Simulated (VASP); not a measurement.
A run of VASP 6.6.1 is set up as follows.

File INCAR:

```
SYSTEM = KZnF3
  ALGO = Normal
  EDIFF = 1E-6
  ENCUT = 520
  GGA = PE
  ISIF = 2
  ISMEAR = 0
  LASPH = .TRUE.
  LCHARG = .TRUE.
  LELF = .TRUE.
  LREAL = .FALSE.
  LVHAR = .TRUE.
  LWAVE = .FALSE.
  NBANDS = 29
  NELM = 60
  PREC = Accurate
  SIGMA = 0.05
```

Contents of KPOINTS:

```
k-points
0
G
  6 6 6
  0 0 0
```

The input POSCAR:

```
KZnF3
1.0
    3.9487500000      0.0000000000      0.0000000000
    0.0000000000      3.9487500000      0.0000000000
    0.0000000000      0.0000000000      4.0500000000
K Zn F
1 1 3
Direct
    0.0000000000      0.0000000000      0.0000000000
    0.5000000000      0.5000000000      0.5000000000
    0.5000000000      0.5000000000      0.0000000000
    0.0000000000      0.5000000000      0.5000000000
    0.5000000000      0.0000000000      0.5000000000
```

Potentials or basis: VASP PAW PBE potentials, release 64 (K_sv, Zn, F).

Command:

```sh
$ cat potpaw_PBE.64/K_sv/POTCAR potpaw_PBE.64/Zn/POTCAR potpaw_PBE.64/F/POTCAR > POTCAR
$ mpirun -np 1 vasp_std > vasp.out
```

Task: Predict the band gap on the k mesh.

Result: 3.84 eV, indirect (least direct gap 6.08 eV).

Task: Estimate the pressure.

Result: 10.4 GPa.

Stress tensor (GPa, compression positive):
```
11.37  0.00  0.00
 0.00 11.37  0.00
 0.00  0.00  8.34
```

Caveat: the cell differs from its parent crystal (strain -0.025 along x and y, +0.000 along z). A k mesh can miss the band edges.
